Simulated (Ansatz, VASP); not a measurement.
One calculation of MgO, two programs

Contents of INCAR:

```
ALGO = Normal ; EDIFF = 1E-6
ENCUT = 600 ; GGA = CA
GGA_COMPAT = False ; ISIF = 2
ISMEAR = -1 ; LASPH = True
LCHARG = False ; LREAL = False
LWAVE = False ; NBANDS = 11
NELM = 120 ; PREC = Accurate
SIGMA = 0.05
```

File KPOINTS:

```
k-points
0
Gamma
  15 15 15
```

Contents of POSCAR:

```
MgO
1.0
    0.0000000000      1.7921641104      1.7921641104
    1.7921641104      0.0000000000      1.7921641104
    1.7921641104      1.7921641104      0.0000000000
Mg O
1 1
Direct
    0.0000000000      0.0000000000      0.0000000000
    0.5000000000      0.5000000000      0.5000000000
```

Input for Ansatz:

```yaml
crystal:
  lattice:
    - [0.0, 1.7921641104, 1.7921641104]
    - [1.7921641104, 0.0, 1.7921641104]
    - [1.7921641104, 1.7921641104, 0.0]
  atoms:
    - { symbol: Mg, position: [0.0, 0.0, 0.0] }
    - { symbol: O, position: [0.5, 0.5, 0.5] }
kpoints:
  mp_grid: { grid: [15, 15, 15] }
scf:
  occupations: { method: fermi_dirac, width: 0.05 }
hamiltonian:
  xc: lda
  pseudopotentials: { kind: all_electron, lapw: { basis_error: 0.001 } }
output:
  forces: true
  stress: true
  eigenvalues: true
  populations: true
```

Change from the starting cell: volume scaled by 0.64, LAPW.

Alike in both runs: task single point; functional LDA; k mesh 15 × 15 × 15; occupations fermi-dirac, width 0.05 eV; no spin polarisation.

|  | VASP | Ansatz |
| --- | --- | --- |
| version | VASP 6.6.1 | Ansatz 0.2.0 |
| potentials or method | VASP PAW LDA potentials, release 64 (Mg, O), cutoff 600 eV | all-electron LAPW, scalar-relativistic |

```tsv
	VASP	Ansatz	Ansatz less VASP
gap on the k mesh at the Fermi level (eV)	8.84	8.90	+0.062
pressure (GPa)	195.7	194.2	-1.50
```

LDA's correlation is that of Perdew and Zunger in VASP and of Perdew and Wang (1992) in Ansatz. Both programs put the cell under a high pressure, so it lies far from rest at this level. Ansatz ran all-electron here, and VASP with PAW potentials.

Noted on VASP's run: the cell as given lies far from equilibrium.
